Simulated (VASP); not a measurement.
Ge:

```
Ge
1.0
     0.00000    2.82891    2.82891
     2.82891    0.00000    2.82891
     2.82891    2.82891    0.00000
Ge
2
Direct
  0.75000 0.75000 0.75000
  0.50000 0.50000 0.50000
```

```yaml
Program: VASP 6.6.1
Task: relaxation of cell and atoms
Functional: pbe exchange, lda correlation
Potentials_or_basis: VASP PAW PBE potentials, release 64 (Ge_d)
Cutoff: 500 eV
k_mesh: 8 × 8 × 8
Occupations: fermi-dirac, width 0.1 eV
Spin: no spin polarisation
```

At the start: pressure 9.3 GPa; volume 22.64 Å³/atom.

Where does the relaxation end?

Over 3 steps the energy falls by 91.6 meV/atom and the volume is 26.26 Å³/atom (+16.0 %); space group Fd-3m (No. 227, to 0.1 Å) before and after.

The path:
| step | energy change (eV) | largest force (eV/Å) | pressure (GPa) | volume (Å³) |
| --- | --- | --- | --- | --- |
| 1 | 0.0000 | 0.0000 | 9.29 | 45.28 |
| 2 | -0.1752 | 0.0000 | -1.37 | 54.43 |
| 3 | -0.1832 | 0.0000 | 0.07 | 52.52 |

Final structure:
```
Ge
1.0
     0.00000    2.97233    2.97233
     2.97233    0.00000    2.97233
     2.97233    2.97233    0.00000
Ge
2
Direct
  0.75000 0.75000 0.75000
  0.50000 0.50000 0.50000
```

The cell as given is a measured one (22.64 Å³/atom); pbe exchange, lda correlation puts the equilibrium volume +16.0 % from it, thermal expansion not counted.

Caveat: the volume moved by over 15 % at a fixed basis, so the end points are rough; the PAW data sets were made with another functional, which shifts forces and pressure a little.
